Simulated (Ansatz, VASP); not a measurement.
## Al2O3 in VASP and in Ansatz

Contents of POSCAR:

```
Al2O3
1.0
    2.8556683654      0.0000000000      0.0000000000
   -1.4278341827      2.4730813492      0.0000000000
    0.0000000000      0.0000000000      7.6612881545
Al O
2 3
Direct
    0.0000000000      0.0000000000      0.1809441335
    0.0000000000      0.0000000000      0.8190558665
    0.3333333333      0.6666666667      0.2680062644
    0.6666666667      0.3333333333      0.0000000000
    0.3333333333      0.6666666667      0.7319937356
```

The input INCAR.step1:

```
SYSTEM = Al2O3
ALGO = Normal
EDIFF = 1E-4
ENCUT = 520
GGA = PE
ISMEAR = 0
LASPH = .TRUE.
LCHARG = .FALSE.
LREAL = .FALSE.
LWAVE = .TRUE.
NBANDS = 20
NELM = 100
PREC = Accurate
SIGMA = 0.05
```

INCAR.step2

```
SYSTEM = Al2O3
ALGO = Normal
EDIFF = 1E-6
ENCUT = 520
ISIF = 2
ISMEAR = 0
ISTART = 1
LASPH = .TRUE.
LCHARG = .FALSE.
LMIXTAU = .TRUE.
LREAL = .FALSE.
LWAVE = .FALSE.
METAGGA = R2SCAN
NBANDS = 20
NELM = 100
PREC = Accurate
SIGMA = 0.05
```

File KPOINTS:

```
k-points
0
G
  12 12 4
  0 0 0
```

Input for Ansatz:

```yaml
crystal:
  lattice:
    - [2.8556683654, 0.0, 0.0]
    - [-1.4278341827, 2.4730813492, 0.0]
    - [0.0, 0.0, 7.6612881545]
  atoms:
    - { symbol: Al, position: [0.0, 0.0, 0.1809441335] }
    - { symbol: Al, position: [0.0, 0.0, 0.8190558665] }
    - { symbol: O, position: [0.3333333333, 0.6666666667, 0.2680062644] }
    - { symbol: O, position: [0.6666666667, 0.3333333333, 0.0] }
    - { symbol: O, position: [0.3333333333, 0.6666666667, 0.7319937356] }
basis:
  ecutwfc: 500
kpoints:
  mp_grid: { grid: [12, 12, 4] }
hamiltonian:
  xc: r2scan
scf:
  occupations: { method: gaussian, width: 0.05 }
output:
  forces: true
  stress: true
  eigenvalues: true
  write_density: true
  write_potential: true
  elf: true
  volumetric_format: npy
```

Alike in both runs: task single point; functional r2SCAN; k mesh 12 × 12 × 4; occupations gaussian, width 0.05 eV; no spin polarisation.

|  | VASP | Ansatz |
| --- | --- | --- |
| version | VASP 6.6.1 | Ansatz 0.2.0 |
| potentials or method | VASP PAW PBE potentials, release 64 (Al, O), cutoff 520 eV | scalar-relativistic, plane waves, PAW |
| valence electrons in the cell | 24 | 24 |

```tsv
	VASP	Ansatz	Ansatz less VASP
gap on the k mesh at the Fermi level (eV)	5.64	5.66	+0.024
least direct gap on the mesh (eV)	5.82	5.84	+0.021
pressure (GPa)	0.1	0.0	-0.07
traceless stress, the component that is largest in VASP (GPa)	-0.39	0.00	+0.386
rms of the force components (eV/Å)	0.015	0.000	-0.0151
```

VASP's potentials were made for PBE, not for r2SCAN. Atom by atom the forces differ by 0.015 eV/Å (rms over components). The functional is the same, so the differences come from potentials, cutoffs and numerics.
